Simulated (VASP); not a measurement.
Wanted: the native input for a VASP 6.6.1 run.

```
Task                   : single point
Functional             : LDA
Potentials or basis    : VASP PAW LDA potentials, release 64 (Zr_sv)
Cutoff                 : 520 eV
k mesh                 : 13 × 13 × 7
Occupations            : fermi-dirac, width 0.03 eV
Spin                   : no spin polarisation
Dipole correction      : no
Further INCAR settings : ALGO = Normal; EDIFF = 1e-07; NBANDS = 19
```

The structure of Zr lies in POSCAR:

```
Zr
1.0
    3.1996782403      0.0000000000      0.0000000000
   -1.5998391201      2.7710026399      0.0000000000
    0.0000000000      0.0000000000      5.1470000000
Zr
2
Direct
    0.3333333333      0.6666666667      0.2500000000
    0.6666666667      0.3333333333      0.7500000000
```

This cell differs from its parent crystal: equal xx and yy strain of -1 %.

One way to write it, as run:

INCAR

```
SYSTEM = Zr
PREC = Accurate
ENCUT = 520
EDIFF = 1E-7
ISMEAR = -1
SIGMA = 0.03
LREAL = .False.
LASPH = .True.
NELM = 80
ALGO = Normal
ISIF = 2
LWAVE = .False.
LCHARG = .True.
GGA = CA
LELF = .True.
LVHAR = .True.
NBANDS = 19
```

KPOINTS

```
regular mesh
0
Gamma
  13 13 7
  0 0 0
```

Potentials or basis: VASP PAW LDA potentials, release 64 (Zr_sv).

The run is started by

```sh
$ cat potpaw_LDA.64/Zr_sv/POTCAR > POTCAR
$ mpirun -np 1 vasp_std > vasp.out
```

It gave:

* Pressure: -4.3 GPa
* Band gap on the k mesh: zero (band 12 reaches 9.92 eV, above the bottom of band 13 at 8.82 eV)

Caveat: the cell differs from its parent crystal (equal xx and yy strain of -1 %).

It took 82 s on 1 thread of Intel Xeon 8259CL, on a shared host, peak memory 0.18 GiB.
